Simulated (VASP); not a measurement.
# W (Pm-3m) in VASP: notebook

The runs below take W through relaxation of cell and atoms, with PBE.

Everything below comes from runs of VASP 6.6.1. Logs are shortened: lines on timing, memory, paths and dates and some standing lists are left out, and cuts for length are marked.

### 1 The cell of the first run

The structure is cubic, space group Pm-3m (No. 221). The conventional cell has a = 2.481 Å, b = 2.481 Å, c = 2.481 Å, α = 90.00°, β = 90.00°, γ = 90.00°. W (site symmetry m-3m) has 6 W at 2.48 Å within 3.3 Å.

### 2 Relaxation of cell and atoms, PBE, target pressure 49 GPa, at which the enthalpy is minimised

File INCAR:

```
SYSTEM = W
PREC = Accurate ; ENCUT = 600
EDIFF = 1E-6 ; ISMEAR = -1
SIGMA = 0.08 ; LREAL = .FALSE.
LASPH = .TRUE. ; NELM = 60
ALGO = Normal ; ISIF = 3
LWAVE = .FALSE. ; LCHARG = .FALSE.
GGA = PE ; IBRION = 2
NSW = 60 ; EDIFFG = -0.005
PSTRESS = 490.0
```

File KPOINTS:

```
Automatic mesh
0
G
  15 15 15
  0 0 0
```

File POSCAR:

```
W
1.0
    2.4812810005      0.0000000000      0.0000000000
    0.0000000000      2.4812810005      0.0000000000
    0.0000000000      0.0000000000      2.4812810005
W
1
Direct
    0.0000000000      0.0000000000      0.0000000000
```

Potentials or basis: VASP PAW PBE potentials, release 64 (W_sv).

Run with:

```console
> cat potpaw_PBE.64/W_sv/POTCAR > POTCAR
> mpirun -np 1 vasp_std > vasp.out
```

OUTCAR:

```text
SYSTEM = W
   PREC = Accurate
   ENCUT = 600
   EDIFF = 1E-6
   ISMEAR = -1
   LREAL = .FALSE.
   LASPH = .TRUE.
   NELM = 60
   ISIF = 3
   GGA = PE
   IBRION = 2
   NSW = 60
   EDIFFG = -0.005
   PSTRESS = 490.0

 ion  position               nearest neighbor table
   1  0.000  0.000  0.000-

  LATTYP: Found a simple cubic cell.
 ALAT       =     2.4812810005

  Lattice vectors:

 A1 = (   2.4812810005,   0.0000000000,   0.0000000000)
 A2 = (   0.0000000000,   2.4812810005,   0.0000000000)
 A3 = (   0.0000000000,   0.0000000000,   2.4812810005)

Analysis of symmetry for initial positions (statically):
=====================================================================
 Subroutine PRICEL returns:
 Original cell was already a primitive cell.

 Routine SETGRP: Setting up the symmetry group for a
 simple cubic supercell.

 Subroutine GETGRP returns: Found 48 space group operations
 (whereof 48 operations were pure point group operations)
 out of a pool of 48 trial point group operations.

The static configuration has the point symmetry O_h .

Analysis of symmetry for dynamics (positions and initial velocities):
=====================================================================
 Subroutine PRICEL returns:
 Original cell was already a primitive cell.

 Routine SETGRP: Setting up the symmetry group for a
 simple cubic supercell.

 Subroutine GETGRP returns: Found 48 space group operations
 (whereof 48 operations were pure point group operations)
 out of a pool of 48 trial point group operations.

The dynamic configuration has the point symmetry O_h .

 Subroutine INISYM returns: Found 48 space group operations
 (whereof 48 operations are pure point group operations),
 and found     1 'primitive' translations

----------------------------------------------------------------------------------------

                                     Primitive cell

  volume of cell :      15.2766

  direct lattice vectors                    reciprocal lattice vectors
     2.481281001  0.000000000  0.000000000     0.403017635  0.000000000  0.000000000
     0.000000000  2.481281001  0.000000000     0.000000000  0.403017635  0.000000000
     0.000000000  0.000000000  2.481281001     0.000000000  0.000000000  0.403017635

  length of vectors
     2.481281001  2.481281001  2.481281001     0.403017635  0.403017635  0.403017635

  position of ions in fractional coordinates (direct lattice)
     0.000000000  0.000000000  0.000000000

  ion indices of the primitive-cell ions
   primitive index   ion index
                 1           1

----------------------------------------------------------------------------------------

 KPOINTS: Automatic mesh

Automatic generation of k-mesh.
 Grid dimensions read from file:
 generate k-points for:   15   15   15

 Generating k-lattice:

  Cartesian coordinates                     Fractional coordinates (reciprocal lattice)
     0.026867842  0.000000000  0.000000000     0.066666667  0.000000000  0.000000000
     0.000000000  0.026867842  0.000000000     0.000000000  0.066666667  0.000000000
     0.000000000  0.000000000  0.026867842     0.000000000  0.000000000  0.066666667

  Length of vectors
     0.026867842  0.026867842  0.026867842

  Shift w.r.t. Gamma in fractional coordinates (k-lattice)
     0.000000000  0.000000000  0.000000000

 Subroutine IBZKPT returns following result:
 ===========================================

 Found    120 irreducible k-points:

 Following reciprocal coordinates:
            Coordinates               Weight
  0.000000  0.000000  0.000000      1.000000
  0.066667  0.000000  0.000000      6.000000
  0.133333  0.000000  0.000000      6.000000
  0.200000  0.000000  0.000000      6.000000
  0.266667  0.000000  0.000000      6.000000
  0.333333  0.000000  0.000000      6.000000
[... 16 lines left out ...]
  0.266667  0.200000  0.000000     24.000000
  0.333333  0.200000  0.000000     24.000000
 [... further k-points ...]
   k-points           NKPTS =    120   k-points in BZ     NKDIM =    120   number of bands    NBANDS=     11
   number of dos      NEDOS =    301   number of ions     NIONS =      1
   total plane-waves  NPLWV =   8000
   dimension x,y,z NGX =    20 NGY =   20 NGZ =   20
   dimension x,y,z NGXF=    40 NGYF=   40 NGZF=   40
   ions per type =               1
   NGX,Y,Z   is equivalent  to a cutoff of  13.40, 13.40, 13.40 a.u.
   NGXF,Y,Z  is equivalent  to a cutoff of  26.80, 26.80, 26.80 a.u.
 SYSTEM =  W
   PREC   = accura    normal or accurate (medium, high low for compatibility)
   ISTART =      0    job   : 0-new  1-cont  2-samecut
   ICHARG =      2    charge: 1-file 2-atom 10-const
   ISPIN  =      1    spin polarized calculation?
   LNONCOLLINEAR =      F non collinear calculations
   LSORBIT =      F    spin-orbit coupling
   LASPH  =      T    aspherical Exc in radial PAW
   ENCUT  =  600.0 eV  44.10 Ry    6.64 a.u.   4.96  4.96  4.96*2*pi/ulx,y,z
   NELM   =     60;   NELMIN=  2; NELMDL= -5     # of ELM steps
   EDIFF  = 0.1E-05   stopping-criterion for ELM
   LREAL  =      F    real-space projection
   EDIFFG = -.5E-02   stopping-criterion for IOM
   NSW    =     60    number of steps for IOM
   IBRION =      2    ionic relax: 0-MD 1-quasi-New 2-CG
   NFREE  =      1    steps in history (QN), initial steepest desc. (CG)
   ISIF   =      3    stress and relaxation
   ISYM   =      2    0-nonsym 1-usesym 2-fastsym
   POTIM  = 0.5000    time-step for ionic-motion
   TEBEG  =    0.0;   TEEND  =   0.0 temperature during run
   PSTRESS=  490.0 pullay stress
   NELECT =      14.0000    total number of electrons
   NUPDOWN=      -1.0000    fix difference up-down
   EMIN   =  10.00;   EMAX   =-10.00  energy-range for DOS
   EFERMI =   0.00;   METHOD = LEGACY
   ISMEAR =    -1;   SIGMA  =   0.08  broadening in eV -4-tet -1-fermi 0-gaus
   EFERMI_NEDOS =   21; number of points for ismear=-14 and -15
   IALGO  =     38    algorithm
   IMIX   =      4    mixing-type and parameters
     AMIX     =   0.40;   BMIX     =  1.00
     AMIX_MAG =   1.60;   BMIX_MAG =  1.00
  volume/ion in A,a.u.               =      15.28       103.09
  Fermi-wavevector in a.u.,A,eV,Ry     =   1.590163  3.004972 34.403928  2.528617
  Thomas-Fermi vector in A             =   2.688900
   LORBIT       =      0    0 simple, 1 ext, 2 COOP (PROOUT), +10 PAW based schemes
   GGA     = PE    functional components
   LHFCALC =     F    Hartree Fock is set to
   AEXX    =    0.0000 exact exchange contribution
   IVDW    =     0    specifies the selected vdW correction
   LEPSILON=     F    determine dielectric tensor
   LRPA    =     F    only Hartree local field effects (RPA)
 conjugate gradient relaxation of ions
 non-spin polarized calculation
  energy-cutoff  :      600.00
  volume of cell :       15.28
 maximum number of plane-waves:       521
 NGX is ok and might be reduce to    20
   NGX =  9   NGY =  9   NGZ =  9

--------------------------------------- Ionic step        1  -------------------------------------------

 number of electron      14.0000002 magnetization

 Free energy of the ion-electron system (eV)
  ---------------------------------------------------
  ext. energy  EPLUGINS =         0.00000000
  ---------------------------------------------------
  free energy    TOTEN  =       -11.00151817 eV

  energy without entropy =      -10.97465853  energy(sigma->0) =      -10.98808835

------------------------ aborting loop because EDIFF is reached ----------------------------------------

  FORCE on cell =-STRESS in cart. coord.  units (eV):
  Direction    XX          YY          ZZ          XY          YZ          ZX
  --------------------------------------------------------------------------------------
  -------------------------------------------------------------------------------------
  Total        5.7280617      5.7280617      5.7280617      0.0000000      0.0000000      0.0000000
  in kB      600.7453485    600.7453485    600.7453485      0.0000000      0.0000000      0.0000000
  external PRESSURE =     110.7453485 kB  Pullay stress =     490.0000000 kB
[... 22 lines left out ...]
  enthalpy is  TOTEN    =        -6.3294050624 eV   P V=        4.6721131060

--------------------------------------- Ionic step        2  -------------------------------------------

 number of electron      14.0000004 magnetization

 E-fermi :   9.6925     XC(G=0): -12.8671

 val. band max:        9.6661484491   @ k =   0.4000   0.2667   0.1333
 cond. band min:       9.7020446513   @ k =   0.4667   0.4667   0.1333
 fundamental gap:      0.0358962021
 Fermi energy:         9.6925137773

 k-point     1 :       0.0000    0.0000    0.0000
  band No.  band energies     occupation
      1     -64.2903      2.00000
      2     -27.8549      2.00000
      3     -27.8549      2.00000
      4     -27.8549      2.00000
      5       1.0529      2.00000
      6       5.2921      2.00000
      7       5.2921      2.00000
      8      14.7009      0.00000
      9      14.7009      0.00000
     10      14.7009      0.00000
     11      24.7176      0.00000
[... 393 lines left out ...]
  enthalpy is  TOTEN    =        -6.3433486836 eV   P V=        4.8064645180

--------------------------------------- Ionic step        4  -------------------------------------------

 number of electron      13.9999996 magnetization

 Free energy of the ion-electron system (eV)
  ---------------------------------------------------
  ext. energy  EPLUGINS =         0.00000000
  ---------------------------------------------------
  free energy    TOTEN  =       -11.14257465 eV

  energy without entropy =      -11.11580068  energy(sigma->0) =      -11.12918767

 E-fermi :  11.4135     XC(G=0): -13.5470

 val. band max:       11.4132641042   @ k =   0.4667   0.2667   0.0000
 cond. band min:      11.4445290302   @ k =   0.4000   0.1333   0.1333
 fundamental gap:      0.0312649260
 Fermi energy:        11.4135332132

 k-point     1 :       0.0000    0.0000    0.0000
  band No.  band energies     occupation
      1     -62.5450      2.00000
      2     -25.8799      2.00000
      3     -25.8799      2.00000
      4     -25.8799      2.00000
      5       2.1265      2.00000
      6       6.2550      2.00000
      7       6.2550      2.00000
      8      17.2718      0.00000
      9      17.2718      0.00000
     10      17.2718      0.00000
     11      27.5535      0.00000
[... 350 lines left out ...]
  FREE ENERGIE OF THE ION-ELECTRON SYSTEM (eV)
  ---------------------------------------------------
  free  energy   TOTEN  =       -11.1425746530 eV

  energy  without entropy=      -11.1158006801  energy(sigma->0) =      -11.12918767

  enthalpy is  TOTEN    =        -6.3434010200 eV   P V=        4.7991736330

 reached required accuracy - stopping structural energy minimisation
```

Run time: 17 s. Hardware: 1 thread of Intel Xeon 6975P-C (Granite Rapids), shared host; peak memory 0.15 GiB.

Results:

```yaml
Free_energy: -11.1426 eV
Relaxed_volume: 15.69 Å³/atom
Relaxed_cell: a = 2.504 Å, b = 2.504 Å, c = 2.504 Å, α = 90.00°, β = 90.00°, γ = 90.00°
Space_group_after_relaxing_to_0.05_Å: Pm-3m (No. 221)
Energy_change_on_relaxing_the_enthalpy_is_what_falls: -141.1 meV/atom
Ionic_steps: 4
Pressure_after_relaxing: 49.0 GPa
Band_gap_on_the_k_mesh: zero (band 7 reaches 13.61 eV, above the bottom of band 8 at 10.38 eV)
```

The path:
| step | energy change (eV) | largest force (eV/Å) | pressure (GPa) | volume (Å³) |
| --- | --- | --- | --- | --- |
| 1 | 0.0000 | 0.0000 | 60.07 | 15.28 |
| 2 | -0.4912 | 0.0000 | 9.70 | 17.73 |
| 3 | -0.1483 | 0.0000 | 48.39 | 15.72 |
| 4 | -0.1411 | 0.0000 | 48.95 | 15.69 |

Final structure:
```yaml
crystal:
  lattice:
    - [2.50357, 0.00000, 0.00000]
    - [0.00000, 2.50357, 0.00000]
    - [0.00000, 0.00000, 2.50357]
  atoms:
    - { symbol: W, position: [0.00000, 0.00000, 0.00000] }
```

Caveat: the cell is relaxed towards a set pressure, so the enthalpy falls and the energy may rise; spin-orbit coupling is left out, which moves the levels of the heavy elements.

### 3 Relaxation of cell and atoms, PBE, target pressure 49 GPa, at which the enthalpy is minimised

This run uses another cell than the first one, of 15.62 Å³/atom, 1.022 times its volume.

File INCAR:

```
ALGO     = Normal         # electronic algorithm
EDIFF    = 1E-6           # SCF threshold, eV
EDIFFG   = -0.005         # ionic threshold
ENCUT    = 600            # plane-wave cutoff, eV
GGA      = PE             # functional
IBRION   = 2              # ionic algorithm
ISIF     = 3              # what is computed and relaxed
ISMEAR   = -1             # smearing method
LASPH    = True           # aspherical terms in the spheres
LCHARG   = False          # write CHGCAR
LREAL    = False          # projectors in reciprocal space
LWAVE    = False          # write WAVECAR
NELM     = 80             # most SCF steps
NSW      = 32             # ionic steps
PREC     = Accurate       # precision mode
PSTRESS  = 490.0        
SIGMA    = 0.08           # smearing width, eV
```

File KPOINTS:

```
k-points
0
Gamma
  15 15 15
```

File POSCAR:

```
W
1.0
    2.4997066854      0.0000000000      0.0000000000
    0.0000000000      2.4997066854      0.0000000000
    0.0000000000      0.0000000000      2.4997066854
W
1
Direct
    0.0000000000      0.0000000000      0.0000000000
```

Potentials or basis: VASP PAW PBE potentials, release 64 (W_sv).

Run with:

```console
> cat potpaw_PBE.64/W_sv/POTCAR > POTCAR
> mpirun -np 1 vasp_std > vasp.out
```

OUTCAR:

```text
EDIFF = 1E-6
   EDIFFG = -0.005
   ENCUT = 600
   GGA = PE
   IBRION = 2
   ISIF = 3
   ISMEAR = -1
   LASPH = True
   LREAL = False
   NELM = 80
   NSW = 32
   PREC = Accurate
   PSTRESS = 490.0

 ion  position               nearest neighbor table
   1  0.000  0.000  0.000-

  LATTYP: Found a simple cubic cell.
 ALAT       =     2.4997066854

  Lattice vectors:

 A1 = (   2.4997066854,   0.0000000000,   0.0000000000)
 A2 = (   0.0000000000,   2.4997066854,   0.0000000000)
 A3 = (   0.0000000000,   0.0000000000,   2.4997066854)

Analysis of symmetry for initial positions (statically):
=====================================================================
 Subroutine PRICEL returns:
 Original cell was already a primitive cell.

 Routine SETGRP: Setting up the symmetry group for a
 simple cubic supercell.

 Subroutine GETGRP returns: Found 48 space group operations
 (whereof 48 operations were pure point group operations)
 out of a pool of 48 trial point group operations.

The static configuration has the point symmetry O_h .

Analysis of symmetry for dynamics (positions and initial velocities):
=====================================================================
 Subroutine PRICEL returns:
 Original cell was already a primitive cell.

 Routine SETGRP: Setting up the symmetry group for a
 simple cubic supercell.

 Subroutine GETGRP returns: Found 48 space group operations
 (whereof 48 operations were pure point group operations)
 out of a pool of 48 trial point group operations.

The dynamic configuration has the point symmetry O_h .

 Subroutine INISYM returns: Found 48 space group operations
 (whereof 48 operations are pure point group operations),
 and found     1 'primitive' translations

----------------------------------------------------------------------------------------
[... 125 lines left out ...]
  volume of cell :       15.62
 maximum number of plane-waves:       535
 NGX is ok and might be reduce to    20
   NGX =  9   NGY =  9   NGZ =  9

--------------------------------------- Ionic step        1  -------------------------------------------

 number of electron      13.9999996 magnetization

 Free energy of the ion-electron system (eV)
  ---------------------------------------------------
  ext. energy  EPLUGINS =         0.00000000
  ---------------------------------------------------
  free energy    TOTEN  =       -11.12006404 eV

  energy without entropy =      -11.09325211  energy(sigma->0) =      -11.10665807

------------------------ aborting loop because EDIFF is reached ----------------------------------------

  FORCE on cell =-STRESS in cart. coord.  units (eV):
  Direction    XX          YY          ZZ          XY          YZ          ZX
  --------------------------------------------------------------------------------------
  -------------------------------------------------------------------------------------
  Total        4.9531153      4.9531153      4.9531153      0.0000000     -0.0000000      0.0000000
  in kB      508.0680265    508.0680265    508.0680265      0.0000000     -0.0000000      0.0000000
  external PRESSURE =      18.0680265 kB  Pullay stress =     490.0000000 kB
[... 61 lines left out ...]
--------------------------------------- Ionic step        3  -------------------------------------------

 number of electron      13.9999996 magnetization

 Free energy of the ion-electron system (eV)
  ---------------------------------------------------
  ext. energy  EPLUGINS =         0.00000000
  ---------------------------------------------------
  free energy    TOTEN  =       -11.14233116 eV

  energy without entropy =      -11.11555649  energy(sigma->0) =      -11.12894382

 E-fermi :  11.4145     XC(G=0): -13.5474

 val. band max:       11.4143940434   @ k =   0.4667   0.2667   0.0000
 cond. band min:      11.4453986420   @ k =   0.4000   0.1333   0.1333
 fundamental gap:      0.0310045986
 Fermi energy:        11.4145449571

 k-point     1 :       0.0000    0.0000    0.0000
  band No.  band energies     occupation
      1     -62.5441      2.00000
      2     -25.8788      2.00000
      3     -25.8788      2.00000
      4     -25.8788      2.00000
      5       2.1272      2.00000
      6       6.2555      2.00000
      7       6.2555      2.00000
      8      17.2733      0.00000
      9      17.2733      0.00000
     10      17.2733      0.00000
     11      27.5552      0.00000
[... 309 lines left out ...]
 k-point    24 :       0.3333    0.2000    0.0000
  band No.  band energies     occupation
      1     -62.3499      2.00000
      2     -27.3340      2.00000
      3     -26.4520      2.00000
      4     -25.6752      2.00000
      5       5.9307      2.00000
      6       8.0264      2.00000
      7       9.9473      2.00000
      8      13.1089      0.00000
      9      13.6725      0.00000
     10      15.7799      0.00000
     11      22.7890      0.00000

 [... further k-points ...]

------------------------ aborting loop because EDIFF is reached ----------------------------------------

  FORCE on cell =-STRESS in cart. coord.  units (eV):
  Direction    XX          YY          ZZ          XY          YZ          ZX
  --------------------------------------------------------------------------------------
  -------------------------------------------------------------------------------------
  Total        4.7987562      4.7987562      4.7987562     -0.0000000     -0.0000000      0.0000000
  in kB      489.9912835    489.9912835    489.9912835     -0.0000000     -0.0000000      0.0000000
  external PRESSURE =      -0.0087165 kB  Pullay stress =     490.0000000 kB
[... 20 lines left out ...]
  energy  without entropy=      -11.1155564881  energy(sigma->0) =      -11.12894382

  enthalpy is  TOTEN    =        -6.3434895475 eV   P V=        4.7988416083

 reached required accuracy - stopping structural energy minimisation
```

Run time: 14 s. Hardware: 1 thread of Intel Xeon 6975P-C (Granite Rapids), shared host; peak memory 0.14 GiB.

Results:

| Property | Result |
| --- | --- |
| Free energy | -11.1423 eV |
| Relaxed volume | 15.69 Å³/atom |
| Relaxed cell | a = 2.504 Å, b = 2.504 Å, c = 2.504 Å, α = 90.00°, β = 90.00°, γ = 90.00° |
| Space group after relaxing (to 0.05 Å) | Pm-3m (No. 221) |
| Energy change on relaxing (the enthalpy is what falls) | -22.3 meV/atom |
| Ionic steps | 3 |
| Pressure after relaxing | 49.0 GPa |
| Band gap on the k mesh | zero (band 7 reaches 13.61 eV, above the bottom of band 8 at 10.39 eV) |

Step by step:
| step | energy change (eV) | largest force (eV/Å) | pressure (GPa) | volume (Å³) |
| --- | --- | --- | --- | --- |
| 1 | 0.0000 | 0.0000 | 50.81 | 15.62 |
| 2 | -0.1149 | 0.0000 | 41.04 | 16.02 |
| 3 | -0.0223 | 0.0000 | 49.00 | 15.69 |

Final structure:
```
W
1.0
     2.50352    0.00000    0.00000
     0.00000    2.50352    0.00000
     0.00000    0.00000    2.50352
W
1
Direct
  0.00000 0.00000 0.00000
```

Caveat: the cell is relaxed towards a set pressure, so the enthalpy falls and the energy may rise; spin-orbit coupling is left out, which moves the levels of the heavy elements.
